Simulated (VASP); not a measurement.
Write the native input for VASP 6.6.1 that does the following.

```
Task                   : single point
Functional             : PBE
Dispersion             : D3(BJ)
Potentials or basis    : VASP PAW PBE potentials, release 64 (In_d, As)
Cutoff                 : 520 eV
k mesh                 : 10 × 10 × 10
Occupations            : gaussian, width 0.15 eV
Spin                   : no spin polarisation
Dipole correction      : no
Further INCAR settings : ALGO = Fast; EDIFF = 1e-06; NBANDS = 30
```

The structure of In3As lies in POSCAR:

```
In3As
1.0
    4.2569752317      0.0000000000      0.0000000000
    0.0000000000      4.6021353856      0.0000000000
    0.0000000000      0.0000000000      4.6021353856
In As
3 1
Direct
    0.0000000000      0.5000000000      0.5000000000
    0.5000000000      0.0000000000      0.5000000000
    0.5000000000      0.5000000000      0.0000000000
    0.0000000000      0.0000000000      0.0000000000
```

This cell differs from its parent crystal: strain -0.0750 x Voigt [1, 0, 0, 0, 0, 0].

The input as run:

INCAR

```
PREC     = Accurate       # precision mode
ENCUT    = 520            # plane-wave cutoff, eV
EDIFF    = 1E-6           # SCF threshold, eV
ISMEAR   = 0              # smearing method
SIGMA    = 0.15           # smearing width, eV
LREAL    = False          # projectors in reciprocal space
LASPH    = True           # aspherical terms in the spheres
NELM     = 60             # most SCF steps
ALGO     = Fast           # electronic algorithm
ISIF     = 2              # what is computed and relaxed
LWAVE    = False          # write WAVECAR
LCHARG   = False          # write CHGCAR
GGA      = PE             # functional
IVDW     = 12             # dispersion correction
NBANDS   = 30             # bands
```

KPOINTS

```
Automatic mesh
0
Gamma
  10 10 10
```

Potentials or basis: VASP PAW PBE potentials, release 64 (In_d, As).

Command:

```sh
$ cat potpaw_PBE.64/In_d/POTCAR potpaw_PBE.64/As/POTCAR > POTCAR
$ mpirun -np 1 vasp_std > vasp.out
```

It gave:

| Item | Value |
| --- | --- |
| Pressure | 4.5 GPa |
| Band gap on the k mesh | zero (band 22 reaches 9.36 eV, above the bottom of band 23 at 4.18 eV) |
| Dispersion energy per atom | -0.395 eV |

Caveat: the cell differs from its parent crystal (strain -0.0750 x Voigt [1, 0, 0, 0, 0, 0]); spin-orbit coupling is left out, which moves the levels of the heavy elements; pairwise dispersion overbinds metals, which lowers pressure and volume.

It took 4.6 min on 1 thread of Intel Xeon 6975P-C (shared host), peak memory 0.41 GiB.
